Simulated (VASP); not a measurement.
Here is a VASP 6.6.1 calculation.

File INCAR:

```
  PREC = Accurate
  ENCUT = 600
  EDIFF = 1E-6
  ISMEAR = -1
  SIGMA = 0.05
  LREAL = F
  LASPH = T
  NELM = 80
  ALGO = Normal
  ISIF = 3
  LWAVE = F
  LCHARG = F
  IBRION = 2
  NSW = 60
  EDIFFG = -0.01
```

File KPOINTS:

```
regular mesh
0
Gamma
  8 8 7
```

POSCAR

```
NbTe
1.0
    3.7029743866      0.0000000000      0.0000000000
   -1.8514871933      3.2068698884      0.0000000000
    0.0000000000      0.0000000000      3.6942110000
Te Nb
1 1
Direct
    0.6666666667      0.3333333333      0.0000000000
    0.0000000000      0.0000000000      0.5000000000
```

Potentials or basis: VASP PAW LDA potentials, release 64 (Te, Nb_sv).

Launch:

```console
$ cat potpaw_LDA.64/Te/POTCAR potpaw_LDA.64/Nb_sv/POTCAR > POTCAR
$ mpirun -np 1 vasp_std > vasp.out
```

Question: Estimate the relaxed volume.

Answer: 20.60 Å³/atom.

Question: What does it give for the band gap on the k mesh?

Answer: Zero (an odd number of electrons rules out a gap without spin polarisation).

Step by step:
```
step  energy change (eV)  largest force (eV/Å)  pressure (GPa)  volume (Å³)
   1              0.0000                0.0000           -7.50        43.87
   2              0.1091                0.0000           16.33        37.67
   3             -0.0634                0.0000           -0.27        41.38
   4             -0.0634                0.0000           -0.08        41.32
   5             -0.0634                0.0000            0.10        41.27
   6             -0.0652                0.0000            0.17        41.19
   7             -0.0655                0.0000            0.19        41.15
   8             -0.0655                0.0000            0.17        41.14
   9             -0.0655                0.0000            0.18        41.13
  10             -0.0655                0.0000            0.20        41.14
  11             -0.0654                0.0000           -0.33        41.29
  12             -0.0655                0.0000            0.00        41.19
```

Caveat: spin-orbit coupling is left out, which moves the levels of the heavy elements.
